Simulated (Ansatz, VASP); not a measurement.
# Ru in VASP and in Ansatz

```xyz
2
Lattice="2.6720 0.0000 0.0000 -1.3360 2.3140 0.0000 0.0000 0.0000 4.2299" Properties=species:S:1:pos:R:3 pbc="T T T"
Ru    0.0000    1.5427    1.0575
Ru    1.3360    0.7713    3.1725
```

Alike in both runs: functional LDA; k mesh 12 × 12 × 6; occupations gaussian, width 0.1 eV; no spin polarisation.

Ansatz relaxed the structure, and its values are those at the end. VASP's run is a single point on that final structure, the one shown.

|  | VASP | Ansatz |
| --- | --- | --- |
| version | VASP 6.6.1 | Ansatz 0.2.0 |
| potentials or method | VASP PAW LDA potentials, release 64 (Ru_sv), cutoff 560 eV | scalar-relativistic, plane waves, PAW |
| valence electrons in the cell | 32 | 32 |

```csv
,VASP,Ansatz,Ansatz less VASP
gap on the k mesh at the Fermi level (eV),none,none,-
pressure (GPa),0.6,0.1,-0.55
```

LDA's correlation is that of Perdew and Zunger in VASP and of Perdew and Wang (1992) in Ansatz. A gap of «none» marks a metal or a gap that the smearing closes.
